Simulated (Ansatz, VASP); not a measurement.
Al: VASP beside Ansatz

INCAR

```
PREC     = Accurate       # precision mode
ENCUT    = 520            # plane-wave cutoff, eV
EDIFF    = 1E-7           # SCF threshold, eV
ISMEAR   = -1             # smearing method
SIGMA    = 0.3            # smearing width, eV
LREAL    = False          # projectors in reciprocal space
LASPH    = True           # aspherical terms in the spheres
NELM     = 80             # most SCF steps
ALGO     = Normal         # electronic algorithm
ISIF     = 2              # what is computed and relaxed
LWAVE    = False          # write WAVECAR
LCHARG   = False          # write CHGCAR
NBANDS   = 8              # bands
```

The input KPOINTS:

```
regular mesh
0
Gamma
  14 14 14
```

Contents of POSCAR:

```
Al
1.0
    0.0000000000      1.9916090303      1.9916090303
    1.9916090303      0.0000000000      1.9916090303
    1.9916090303      1.9916090303      0.0000000000
Al
1
Direct
    0.0000000000      0.0000000000      0.0000000000
```

Input for Ansatz:

```yaml
crystal:
  lattice:
    - [0.0, 1.9916090303, 1.9916090303]
    - [1.9916090303, 0.0, 1.9916090303]
    - [1.9916090303, 1.9916090303, 0.0]
  atoms:
    - { symbol: Al, position: [0.0, 0.0, 0.0] }
hamiltonian:
  xc: lda
  pseudopotentials:
    kind: paw
    azcp:
      Al: "pseudopotentials/Al.paw.azcp"
basis:
  ecutwfc: 420
  fft_grid_basis: typed
kpoints:
  mp_grid: { grid: [14, 14, 14], shift: [0, 0, 0] }
magnetization:
  spin_polarized: false
scf:
  occupations: { method: fermi_dirac, width: 0.3 }
  lower_state_search: "off"
output:
  stress: true
  write_density: true
  write_potential: true
  elf: true
  volumetric_format: npy
```

Alike in both runs: task single point; functional LDA; k mesh 14 × 14 × 14; occupations fermi-dirac, width 0.3 eV; no spin polarisation.

|  | VASP | Ansatz |
| --- | --- | --- |
| version | VASP 6.6.1 | Ansatz 0.2.0 |
| potentials or method | VASP PAW LDA potentials, release 64 (Al), cutoff 520 eV | plane waves (420 eV) with PAW, scalar-relativistic |
| valence electrons in the cell | 3 | 3 |

Ansatz gave:

| Item | Value |
| --- | --- |
| pressure (GPa) | 0.4 |

**Question.** What did VASP give for the same quantities?

**Answer.** Pressure (GPa): 0.5.

Ansatz warns that its potentials were made for another functional, while VASP's fit it. LDA's correlation is that of Perdew and Zunger in VASP and of Perdew and Wang (1992) in Ansatz.
